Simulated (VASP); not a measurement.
Wanted: the native input for a VASP 6.6.1 run.

```
Task                   : single point
Functional             : PBE
Potentials or basis    : VASP PAW PBE potentials, release 64 (O, C, H)
Cutoff                 : 520 eV
k mesh                 : 1 × 1 × 1
Occupations            : fermi-dirac, width 0.05 eV
Spin                   : no spin polarisation
Dipole correction      : no
Further INCAR settings : LREAL = Auto; ALGO = Normal; EDIFF = 1e-06; NBANDS = 75
```

The structure of H2CO2 lies in POSCAR:

```
H2CO2
1.0
    7.4991610000      0.0000000000      0.0000000000
    0.0000000000      9.1262970000      0.0000000000
    0.0000000000      0.0000000000      7.2486530000
O C H
12 6 12
Direct
    0.2633761297      0.4973758798      1.0287842445
    0.0840360675      0.4414714971      0.7648869383
    0.3073943872      0.0185836599      0.0143336976
    0.2531083144     -0.1742108546      0.2050449925
    0.8909930058      1.0052050684      0.3160587215
    0.5982002520      0.9291391678      0.3286955521
    0.6380980486      0.5310916355      0.4931950805
    0.6379647003      0.4007978263      0.1937601372
    1.1027766973      0.9411922492      0.7107665383
    0.8271325286      1.0716285039      0.7551471977
    0.2904458245      0.2608067653      0.6115618998
    0.2833250280      0.4597702661      0.4149046726
    0.1126259324      0.5062732453      0.9173704411
    0.2538150601     -0.0405860120      0.1783227863
    0.7150266543      1.0284236860      0.3146515635
    0.6858367223      0.4329138094      0.3533622040
    0.9302507307      0.9653751133      0.7747094529
    0.3393979673      0.3366096896      0.4676868930
    0.2624960312      0.5249664787      1.1623814797
    0.0159751204      0.5940306348      0.9369602877
    0.3305169738     -0.0436869412     -0.0887061362
    0.2211714084      0.0646154733      0.2677738885
    0.8692572409      0.9028963226      0.3582734613
    0.6587670274      1.1303379673      0.3638469106
    0.5630229835      0.5973835828      0.4232924379
    0.7998361417      0.3674436631      0.3960459964
    1.1205653539      1.0313712122      0.6636543369
    0.9084616266      0.8576205662      0.8573041088
    0.2215181138      0.3330047225      0.6871483571
    0.4113393485      0.2766620460      0.3752283355
```

These files were run (other wordings do the same):

INCAR

```
SYSTEM = H2CO2
PREC = Accurate ; ENCUT = 520
EDIFF = 1E-6 ; ISMEAR = -1
SIGMA = 0.05 ; LREAL = Auto
LASPH = .True. ; NELM = 60
ALGO = Normal ; ISIF = 2
LWAVE = .False. ; LCHARG = .True.
GGA = PE ; LELF = .True.
LVHAR = .True. ; NBANDS = 75
```

KPOINTS

```
Automatic mesh
0
Gamma
  1 1 1
  0 0 0
```

Potentials or basis: VASP PAW PBE potentials, release 64 (O, C, H).

The run is started by

```bash
$ cat potpaw_PBE.64/O/POTCAR potpaw_PBE.64/C/POTCAR potpaw_PBE.64/H/POTCAR > POTCAR
$ mpirun -np 1 vasp_gam > vasp.out
```

Results of the run:

| Item | Value |
| --- | --- |
| Pressure | -1.1 GPa |
| Largest force | 5.741 eV/Å |
| Band gap on the k mesh | 3.92 eV |

Caveat: the k points lie up to 0.87 Å⁻¹ apart.

Run time: 42 s on 1 thread of Intel(R) Xeon(R) 6975P-C (Granite Rapids), on a shared host, peak memory 0.44 GiB.
